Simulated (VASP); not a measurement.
A run of VASP 6.6.1 is set up as follows.

INCAR

```
ALGO     = Normal         # electronic algorithm
EDIFF    = 1E-8           # SCF threshold, eV
ENCUT    = 520            # plane-wave cutoff, eV
GGA      = CA             # functional
ISIF     = 2              # what is computed and relaxed
ISMEAR   = -1             # smearing method
LASPH    = True           # aspherical terms in the spheres
LCHARG   = False          # write CHGCAR
LEFG     = True         
LREAL    = False          # projectors in reciprocal space
LWAVE    = False          # write WAVECAR
NBANDS   = 19             # bands
NELM     = 80             # most SCF steps
PREC     = Accurate       # precision mode
SIGMA    = 0.08           # smearing width, eV
```

The input KPOINTS:

```
k-points
0
Gamma
  11 11 11
```

POSCAR

```
YTl
1.0
    3.7003045963      0.0000000000      0.0000000000
    0.0000000000      3.7003045963      0.0000000000
    0.0000000000      0.0000000000      3.7003045963
Y Tl
1 1
Direct
    0.5000000000      0.5000000000      0.5000000000
    0.0000000000      0.0000000000      0.0000000000
```

Potentials or basis: VASP PAW LDA potentials, release 64 (Y_sv, Tl_d).

Command:

```bash
$ cat potpaw_LDA.64/Y_sv/POTCAR potpaw_LDA.64/Tl_d/POTCAR > POTCAR
$ mpirun -np 1 vasp_std > vasp.out
```

Question: Predict the pressure.

Answer: -0.4 GPa.

Question: Predict the band gap on the k mesh.

Answer: Zero (bands 12 and 13 overlap by 2.24 eV).

Caveat: spin-orbit coupling is left out, which moves the levels of the heavy elements.
